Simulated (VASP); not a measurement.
A run of VASP 6.6.1 is set up as follows.

The input INCAR:

```
SYSTEM = TaN
PREC     = Accurate       ! precision mode
ENCUT    = 520            ! plane-wave cutoff, eV
EDIFF    = 1E-7           ! SCF threshold, eV
ISMEAR   = 0              ! smearing method
SIGMA    = 0.15           ! smearing width, eV
LREAL    = .FALSE.        ! projectors in reciprocal space
LASPH    = .TRUE.         ! aspherical terms in the spheres
NELM     = 60             ! most SCF steps
ALGO     = Normal         ! electronic algorithm
ISIF     = 2              ! what is computed and relaxed
LWAVE    = .FALSE.        ! write WAVECAR
LCHARG   = .FALSE.        ! write CHGCAR
GGA      = PS             ! functional
NBANDS   = 15             ! bands
```

Contents of KPOINTS:

```
regular mesh
0
G
  18 18 16
  0 0 0
```

The input POSCAR:

```
TaN
1.0
    2.9379988584      0.0000000000      0.0000000000
   -1.4689994292      2.5443816477      0.0000000000
    0.0000000000      0.0000000000      2.8830000000
Ta N
1 1
Direct
    0.3333333333      0.6666666667      0.5000000000
    0.0000000000      0.0000000000      0.0390218522
```

Potentials or basis: VASP PAW PBE potentials, release 64 (Ta_pv, N).

Launch:

```console
$ cat potpaw_PBE.64/Ta_pv/POTCAR potpaw_PBE.64/N/POTCAR > POTCAR
$ mpirun -np 1 vasp_std > vasp.out
```

**Question.** Predict the pressure.

**Answer.** -1.4 GPa.

**Question.** Estimate the largest force.

**Answer.** 1.613 eV/Å.

Forces in eV/Å, atoms in the order of the input:
```
Ta   0.000  0.000  1.613
N    0.000  0.000 -1.613
```

Caveat: the cell differs from its parent crystal (all N atoms moved +0.113 Å, as atom 2 along Cartesian [0 0 1]); the PAW data sets were made with another functional, which shifts forces and pressure a little.
